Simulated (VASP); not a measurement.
# Ti: single point with PBE

Crystal: Ti.

```
Ti
1.0
     0.00000    2.05645    2.05645
     2.05645    0.00000    2.05645
     2.05645    2.05645    0.00000
Ti
1
Direct
  0.00000 0.00000 0.00000
```

* Program: VASP 6.6.1
* Task: single point
* Functional: PBE
* Potentials or basis: VASP PAW PBE potentials, release 64 (Ti_sv)
* Cutoff: 520 eV
* k mesh: 8 × 8 × 8
* Occupations: gaussian, width 0.1 eV
* Spin: collinear spin, ferromagnetic start
* Starting moments: [1.0] μB
* Dipole correction: no
* Further INCAR settings: ALGO = Fast; EDIFF = 1e-06; NBANDS = 16

| Quantity | Value |
| --- | --- |
| Pressure | -0.3 GPa |
| Band gap on the k mesh | zero (filled and empty bands overlap) |
| Net moment | 0.00 μB per cell |
| Valence electrons inside the program's atomic spheres | Ti 10.25 |

Levels at points of the mesh, in eV from the Fermi level:
Spin up:
```csv
k point,band 2,band 3,band 4,band 5,band 6,band 7,band 8,band 9,band 10,band 11
"(0.00, 0.00, 0.00)",-32.62,-32.62,-32.62,-6.12,0.83,0.83,0.83,2.46,2.46,15.21
"(0.50, 0.00, 0.00)",-33.28,-32.70,-32.70,-2.62,0.60,0.72,0.72,3.52,3.52,8.11
"(0.50, 0.50, 0.00)",-33.24,-32.85,-32.85,-2.60,-1.74,2.80,3.52,3.79,3.79,10.49
```
Spin down:
| k point | band 2 | band 3 | band 4 | band 5 | band 6 | band 7 | band 8 | band 9 | band 10 | band 11 |
| --- | --- | --- | --- | --- | --- | --- | --- | --- | --- | --- |
| (0.00, 0.00, 0.00) | -32.62 | -32.62 | -32.62 | -6.12 | 0.83 | 0.83 | 0.83 | 2.46 | 2.46 | 15.21 |
| (0.50, 0.00, 0.00) | -33.28 | -32.70 | -32.70 | -2.62 | 0.60 | 0.72 | 0.72 | 3.52 | 3.52 | 8.11 |
| (0.50, 0.50, 0.00) | -33.24 | -32.85 | -32.85 | -2.60 | -1.74 | 2.80 | 3.52 | 3.79 | 3.79 | 10.49 |

Wall time 11 s on 1 thread of Intel(R) Xeon(R) 6975P-C (Granite Rapids) (shared host), peak memory 0.15 GiB.
